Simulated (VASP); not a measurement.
# Ir (Im-3m) in VASP: a series of runs

Runs on Ir. Level: revPBE. Tasks: single point.

All numbers are computed with VASP 6.6.1; they aren't measurements. Logs are shortened: lines on timing, memory, paths and dates and some standing lists are left out, and cuts for length are marked.

### Step 1. The cell of the first run

It takes space group Im-3m (No. 229, cubic). The conventional cell has a = 3.121 Å, b = 3.121 Å, c = 3.121 Å, α = 90.00°, β = 90.00°, γ = 90.00°. Ir (site symmetry m-3m) has 14 Ir at 2.70 to 3.12 Å within 3.6 Å.

### Step 2. Single point, revPBE

INCAR reads:

```
PREC = Accurate ; ENCUT = 520
EDIFF = 1E-6 ; ISMEAR = -1
SIGMA = 0.1 ; LREAL = False
LASPH = True ; NELM = 80
ALGO = Normal ; ISIF = 2
LWAVE = False ; LCHARG = False
GGA = RE ; NBANDS = 10
```

KPOINTS reads:

```
regular mesh
0
Gamma
  14 14 14
```

POSCAR reads:

```
Ir
1.0
   -1.5606404450      1.5606404450      1.5606404450
    1.5606404450     -1.5606404450      1.5606404450
    1.5606404450      1.5606404450     -1.5606404450
Ir
1
Direct
    0.0000000000      0.0000000000      0.0000000000
```

Potentials or basis: VASP PAW PBE potentials, release 64 (Ir).

Launch:

```sh
> cat potpaw_PBE.64/Ir/POTCAR > POTCAR
> mpirun -np 1 vasp_std > vasp.out
```

OUTCAR:

```text
PREC = Accurate
   ENCUT = 520
   EDIFF = 1E-6
   ISMEAR = -1
   LREAL = False
   LASPH = True
   NELM = 80
   ISIF = 2
   GGA = RE

 ion  position               nearest neighbor table
   1  0.000  0.000  0.000-

  LATTYP: Found a body centered cubic cell.
 ALAT       =     3.1212808900

  Lattice vectors:

 A1 = (  -1.5606404450,   1.5606404450,   1.5606404450)
 A2 = (   1.5606404450,  -1.5606404450,   1.5606404450)
 A3 = (   1.5606404450,   1.5606404450,  -1.5606404450)

Analysis of symmetry for initial positions (statically):
=====================================================================
 Subroutine PRICEL returns:
 Original cell was already a primitive cell.

 Routine SETGRP: Setting up the symmetry group for a
 body centered cubic supercell.

 Subroutine GETGRP returns: Found 48 space group operations
 (whereof 48 operations were pure point group operations)
 out of a pool of 48 trial point group operations.

The static configuration has the point symmetry O_h .

Analysis of symmetry for dynamics (positions and initial velocities):
=====================================================================
 Subroutine PRICEL returns:
 Original cell was already a primitive cell.

 Routine SETGRP: Setting up the symmetry group for a
 body centered cubic supercell.

 Subroutine GETGRP returns: Found 48 space group operations
 (whereof 48 operations were pure point group operations)
 out of a pool of 48 trial point group operations.

The dynamic configuration has the point symmetry O_h .

 Subroutine INISYM returns: Found 48 space group operations
 (whereof 48 operations are pure point group operations),
 and found     1 'primitive' translations

----------------------------------------------------------------------------------------

                                     Primitive cell

  volume of cell :      15.2044

  direct lattice vectors                    reciprocal lattice vectors
    -1.560640445  1.560640445  1.560640445     0.000000000  0.320381291  0.320381291
     1.560640445 -1.560640445  1.560640445     0.320381291  0.000000000  0.320381291
     1.560640445  1.560640445 -1.560640445     0.320381291  0.320381291  0.000000000

  length of vectors
     2.703108543  2.703108543  2.703108543     0.453087566  0.453087566  0.453087566

  position of ions in fractional coordinates (direct lattice)
     0.000000000  0.000000000  0.000000000

  ion indices of the primitive-cell ions
   primitive index   ion index
                 1           1

----------------------------------------------------------------------------------------

 KPOINTS: regular mesh

Automatic generation of k-mesh.
 Grid dimensions read from file:
 generate k-points for:   14   14   14

 Generating k-lattice:

  Cartesian coordinates                     Fractional coordinates (reciprocal lattice)
     0.000000000  0.022884378  0.022884378     0.071428571  0.000000000  0.000000000
     0.022884378  0.000000000  0.022884378     0.000000000  0.071428571  0.000000000
     0.022884378  0.022884378  0.000000000     0.000000000  0.000000000  0.071428571

  Length of vectors
     0.032363398  0.032363398  0.032363398

  Shift w.r.t. Gamma in fractional coordinates (k-lattice)
     0.000000000  0.000000000  0.000000000

 Subroutine IBZKPT returns following result:
 ===========================================

 Found    104 irreducible k-points:

 Following reciprocal coordinates:
            Coordinates               Weight
  0.000000  0.000000  0.000000      1.000000
  0.071429  0.000000  0.000000     12.000000
  0.142857  0.000000  0.000000     12.000000
  0.214286  0.000000  0.000000     12.000000
  0.285714  0.000000  0.000000     12.000000
  0.357143  0.000000  0.000000     12.000000
[... 16 lines left out ...]
  0.285714  0.285714  0.000000     24.000000
  0.357143  0.285714  0.000000     24.000000
 [... further k-points ...]
   k-points           NKPTS =    104   k-points in BZ     NKDIM =    104   number of bands    NBANDS=     10
   number of dos      NEDOS =    301   number of ions     NIONS =      1
   total plane-waves  NPLWV =   8000
   dimension x,y,z NGX =    20 NGY =   20 NGZ =   20
   dimension x,y,z NGXF=    40 NGYF=   40 NGZF=   40
   ions per type =               1
   NGX,Y,Z   is equivalent  to a cutoff of  12.30, 12.30, 12.30 a.u.
   NGXF,Y,Z  is equivalent  to a cutoff of  24.60, 24.60, 24.60 a.u.
 SYSTEM =  unknown system
   PREC   = accura    normal or accurate (medium, high low for compatibility)
   ISTART =      0    job   : 0-new  1-cont  2-samecut
   ICHARG =      2    charge: 1-file 2-atom 10-const
   ISPIN  =      1    spin polarized calculation?
   LNONCOLLINEAR =      F non collinear calculations
   LSORBIT =      F    spin-orbit coupling
   LASPH  =      T    aspherical Exc in radial PAW
   ENCUT  =  520.0 eV  38.22 Ry    6.18 a.u.   5.03  5.03  5.03*2*pi/ulx,y,z
   NELM   =     80;   NELMIN=  2; NELMDL= -5     # of ELM steps
   EDIFF  = 0.1E-05   stopping-criterion for ELM
   LREAL  =      F    real-space projection
   EDIFFG = 0.1E-04   stopping-criterion for IOM
   NSW    =      0    number of steps for IOM
   IBRION =     -1    ionic relax: 0-MD 1-quasi-New 2-CG
   NFREE  =      0    steps in history (QN), initial steepest desc. (CG)
   ISIF   =      2    stress and relaxation
   ISYM   =      2    0-nonsym 1-usesym 2-fastsym
   POTIM  = 0.5000    time-step for ionic-motion
   TEBEG  =    0.0;   TEEND  =   0.0 temperature during run
   PSTRESS=    0.0 pullay stress
   NELECT =       9.0000    total number of electrons
   NUPDOWN=      -1.0000    fix difference up-down
   EMIN   =  10.00;   EMAX   =-10.00  energy-range for DOS
   EFERMI =   0.00;   METHOD = LEGACY
   ISMEAR =    -1;   SIGMA  =   0.10  broadening in eV -4-tet -1-fermi 0-gaus
   EFERMI_NEDOS =   21; number of points for ismear=-14 and -15
   IALGO  =     38    algorithm
   IMIX   =      4    mixing-type and parameters
     AMIX     =   0.40;   BMIX     =  1.00
     AMIX_MAG =   1.60;   BMIX_MAG =  1.00
  volume/ion in A,a.u.               =      15.20       102.60
  Fermi-wavevector in a.u.,A,eV,Ry     =   1.374568  2.597556 25.707344  1.889436
  Thomas-Fermi vector in A             =   2.499982
   LORBIT       =      0    0 simple, 1 ext, 2 COOP (PROOUT), +10 PAW based schemes
   GGA     = RE    functional components
   LHFCALC =     F    Hartree Fock is set to
   AEXX    =    0.0000 exact exchange contribution
   IVDW    =     0    specifies the selected vdW correction
   LEPSILON=     F    determine dielectric tensor
   LRPA    =     F    only Hartree local field effects (RPA)
 non-spin polarized calculation
  energy-cutoff  :      520.00
  volume of cell :       15.20
 maximum number of plane-waves:       422
   NGX =  9   NGY =  9   NGZ =  9

 number of electron       9.0000002 magnetization

 Free energy of the ion-electron system (eV)
  ---------------------------------------------------
  ext. energy  EPLUGINS =         0.00000000
  ---------------------------------------------------
  free energy    TOTEN  =        -7.73904334 eV

  energy without entropy =       -7.66553553  energy(sigma->0) =       -7.70228943

 E-fermi :   9.0357     XC(G=0): -13.5109

 val. band max:        9.0293679169   @ k =   0.2857   0.1429   0.0000
 cond. band min:       9.0407049746   @ k =   0.2857   0.2143   0.0714
 fundamental gap:      0.0113370577
 Fermi energy:         9.0356766513

 k-point     1 :       0.0000    0.0000    0.0000
  band No.  band energies     occupation
      1      -1.0762      2.00000
      2       5.6933      2.00000
      3       5.6933      2.00000
      4       5.6933      2.00000
      5       8.5443      1.98542
      6       8.5443      1.98542
      7      25.9481      0.00000
      8      25.9481      0.00000
      9      25.9481      0.00000
     10      36.3045      0.00000

 k-point     2 :       0.0714    0.0000    0.0000
  band No.  band energies     occupation
      1      -0.8539      2.00000
      2       5.5938      2.00000
      3       5.6872      2.00000
      4       5.8863      2.00000
      5       8.4115      1.99612
      6       8.5512      1.98438
      7      26.0678      0.00000
      8      26.2068      0.00000
      9      26.2914      0.00000
     10      34.2950      0.00000

 k-point     3 :       0.1429    0.0000    0.0000
  band No.  band energies     occupation
      1      -0.2216      2.00000
      2       5.3255      2.00000
      3       5.6417      2.00000
      4       6.4519      2.00000
      5       8.1507      1.99971
      6       8.5782      1.97960
      7      26.1845      0.00000
      8      26.5117      0.00000
      9      27.2785      0.00000
     10      32.4332      0.00000

 k-point     4 :       0.2143    0.0000    0.0000
  band No.  band energies     occupation
      1       0.6885      2.00000
      2       4.9617      2.00000
      3       5.5702      2.00000
      4       7.3464      2.00000
      5       8.0232      1.99992
      6       8.6375      1.96337
      7      25.4641      0.00000
      8      25.6427      0.00000
      9      28.7918      0.00000
     10      32.0911      0.00000
[... 222 lines left out ...]
 k-point    22 :       0.3571    0.2143   -0.0000
  band No.  band energies     occupation
      1       3.0937      2.00000
      2       4.3599      2.00000
      3       6.0535      2.00000
      4       8.3651      1.99756
      5       9.2760      0.16586
      6      14.2221      0.00000
      7      16.2283      0.00000
      8      20.8012      0.00000
      9      25.1406      0.00000
     10      31.9094      0.00000

 k-point    23 :       0.2857    0.2857    0.0000
  band No.  band energies     occupation
      1       3.3712      2.00000
      2       4.5801      2.00000
      3       5.4766      2.00000
      4       8.4718      1.99291
      5       9.0852      0.75746
      6      14.4639      0.00000
      7      16.7963      0.00000
      8      19.9070      0.00000
      9      25.6843      0.00000
     10      31.1070      0.00000

 k-point    24 :       0.3571    0.2857    0.0000
  band No.  band energies     occupation
      1       3.4327      2.00000
      2       4.7110      2.00000
      3       5.4013      2.00000
      4       8.6539      1.95699
      5       9.0675      0.84208
      6      15.3926      0.00000
      7      16.3765      0.00000
      8      18.7937      0.00000
      9      25.8615      0.00000
     10      31.6599      0.00000

 [... further k-points ...]
[... 5 lines left out ...]
  --------------------------------------------------------------------------------------
  -------------------------------------------------------------------------------------
  Total        0.0327511      0.0327511      0.0327511     -0.0000000      0.0000000      0.0000000
  in kB        3.4511800      3.4511800      3.4511800     -0.0000000      0.0000000      0.0000000
  external PRESSURE =       3.4511800 kB  Pullay stress =       0.0000000 kB

 VOLUME and BASIS-vectors are now :
 -----------------------------------------------------------------------------
  energy-cutoff  :      520.00
  volume of cell :       15.20
      direct lattice vectors                 reciprocal lattice vectors
    -1.560640445  1.560640445  1.560640445     0.000000000  0.320381291  0.320381291
     1.560640445 -1.560640445  1.560640445     0.320381291  0.000000000  0.320381291
     1.560640445  1.560640445 -1.560640445     0.320381291  0.320381291  0.000000000

 POSITION                                       TOTAL-FORCE (eV/Angst)
 -----------------------------------------------------------------------------------
      0.00000      0.00000      0.00000        -0.000000     -0.000000      0.000000
 -----------------------------------------------------------------------------------
    total drift:                                0.000000     -0.000000      0.000000

  FREE ENERGIE OF THE ION-ELECTRON SYSTEM (eV)
  ---------------------------------------------------
  free  energy   TOTEN  =        -7.7390433423 eV

  energy  without entropy=       -7.6655355260  energy(sigma->0) =       -7.70228943
```

Run time: 7 s. Hardware: 1 thread of Intel Xeon Platinum 8488C (Sapphire Rapids), shared host; peak memory 0.13 GiB.

What came out:

| Quantity | Value |
| --- | --- |
| Free energy | -7.7390 eV |
| Pressure | 0.3 GPa |

Caveat: the PAW data sets were made with another functional, which shifts forces and pressure a little; spin-orbit coupling is left out, which moves the levels of the heavy elements.

(Continued in part 2 of 2.)
